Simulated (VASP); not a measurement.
Wanted: the native input for a VASP 6.6.1 run.

- Task: relaxation of cell and atoms
- Functional: PBE
- Potentials or basis: VASP PAW PBE potentials, release 64 (B, Pd)
- Cutoff: 600 eV
- k mesh: 4 × 4 × 4
- Occupations: gaussian, width 0.1 eV
- Spin: no spin polarisation
- Dipole correction: no
- Further INCAR settings: ALGO = Normal; EDIFF = 1e-06; IBRION = 2; EDIFFG = -0.04; NSW = 90; ISIF = 3

The structure of BPd4 lies in POSCAR:

```
BPd4
1.0
    4.2149094500      0.0000000000      0.0000000000
    0.0000000000      4.2149094500      0.0000000000
    0.0000000000      0.0000000000      4.2149094500
B Pd
1 4
Direct
    0.5000000000      0.5000000000      0.5000000000
    0.2159019000      0.2159019000      0.2159019000
    0.7840981000      0.7840981000      0.2159019000
    0.7840981000      0.2159019000      0.7840981000
    0.2159019000      0.7840981000      0.7840981000
```

These files were run (other wordings do the same):

INCAR

```
  PREC = Accurate
  ENCUT = 600
  EDIFF = 1E-6
  ISMEAR = 0
  SIGMA = 0.1
  LREAL = F
  LASPH = T
  NELM = 60
  ALGO = Normal
  ISIF = 3
  LWAVE = F
  LCHARG = F
  GGA = PE
  IBRION = 2
  NSW = 90
  EDIFFG = -0.04
```

KPOINTS

```
Automatic mesh
0
Gamma
  4 4 4
```

Potentials or basis: VASP PAW PBE potentials, release 64 (B, Pd).

Launch:

```console
$ cat potpaw_PBE.64/B/POTCAR potpaw_PBE.64/Pd/POTCAR > POTCAR
$ mpirun -np 1 vasp_std > vasp.out
```

It gave:

* Relaxed volume: 14.84 Å³/atom
* Relaxed cell: a = 4.202 Å, b = 4.202 Å, c = 4.202 Å, α = 90.00°, β = 90.00°, γ = 90.00°
* Space group after relaxing (to 0.05 Å): P-43m (No. 215)
* Energy gained by relaxing: 183.3 meV/atom
* Ionic steps: 7
* Pressure after relaxing: 0.0 GPa

Caveat: the k points lie up to 0.37 Å⁻¹ apart in the final cell.

Run time: 66 s on 1 thread of Intel(R) Xeon(R) Platinum 8488C (Sapphire Rapids) (shared host), peak memory 0.21 GiB.
